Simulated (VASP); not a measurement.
Set up this calculation in VASP 6.6.1, as the native input.

* Task: relaxation of cell and atoms
* Functional: r2SCAN
* Potentials or basis: VASP PAW PBE potentials, release 64 (Sr_sv, Cl)
* Cutoff: 600 eV
* k mesh: 6 × 6 × 6
* Occupations: gaussian, width 0.02 eV
* Spin: no spin polarisation
* Target pressure: 5 GPa
* Dipole correction: no
* Further INCAR settings: ALGO = Normal; EDIFF = 1e-06; IBRION = 2; EDIFFG = -0.008; NSW = 70; ISIF = 3

SrCl2:

```
Sr Cl
1.0
     0.00000    3.37072    3.37072
     3.37072    0.00000    3.37072
     3.37072    3.37072    0.00000
Sr Cl
1 2
Direct
  0.00000 0.00000 0.00000
  0.25000 0.25000 0.25000
  0.75000 0.75000 0.75000
```

These files were run (other wordings do the same):

POSCAR

```
SrCl2
1.0
    0.0000000000      3.3707213839      3.3707213839
    3.3707213839      0.0000000000      3.3707213839
    3.3707213839      3.3707213839      0.0000000000
Sr Cl
1 2
Direct
    0.0000000000      0.0000000000      0.0000000000
    0.2500000000      0.2500000000      0.2500000000
    0.7500000000      0.7500000000      0.7500000000
```

INCAR.step1

```
SYSTEM = SrCl2
PREC = Accurate
ENCUT = 600
ISMEAR = 0
SIGMA = 0.02
LREAL = .False.
LASPH = .True.
NELM = 60
GGA = PE
ALGO = Normal
EDIFF = 1E-4
LWAVE = .True.
LCHARG = .False.
```

INCAR.step2

```
SYSTEM = SrCl2
PREC = Accurate
ENCUT = 600
EDIFF = 1E-6
ISMEAR = 0
SIGMA = 0.02
LREAL = .False.
LASPH = .True.
NELM = 60
ALGO = Normal
ISIF = 3
LWAVE = .False.
LCHARG = .False.
METAGGA = R2SCAN
LMIXTAU = .True.
IBRION = 2
NSW = 70
EDIFFG = -0.008
PSTRESS = 50.0
ISTART = 1
```

KPOINTS

```
regular mesh
0
Gamma
  6 6 6
  0 0 0
```

Potentials or basis: VASP PAW PBE potentials, release 64 (Sr_sv, Cl).

Run with:

```sh
$ cat potpaw_PBE.64/Sr_sv/POTCAR potpaw_PBE.64/Cl/POTCAR > POTCAR
$ cp INCAR.step1 INCAR
$ mpirun -np 1 vasp_std > vasp.out
$ cp INCAR.step2 INCAR
$ mpirun -np 1 vasp_std > vasp.out
```

Results of the run:

```yaml
Relaxed_volume: 25.74 Å³/atom
Relaxed_cell: a = 4.780 Å, b = 4.780 Å, c = 4.780 Å, α = 60.00°, β = 60.00°, γ = 60.00°
Space_group_after_relaxing_to_0.05_Å: Fm-3m (No. 225)
Energy_change_on_relaxing_the_enthalpy_is_what_falls: -6.7 meV/atom
Ionic_steps: 3
Pressure_after_relaxing: 5.0 GPa
Band_gap_on_the_k_mesh: 5.92 eV, direct
```

Caveat: the cell is relaxed towards a set pressure, so the enthalpy falls and the energy may rise; the PAW data sets were made with another functional, which shifts forces and pressure a little.

Wall time 120 s on 1 thread of Intel(R) Xeon(R) 6975P-C (Granite Rapids), with other jobs on the host, peak memory 0.27 GiB.
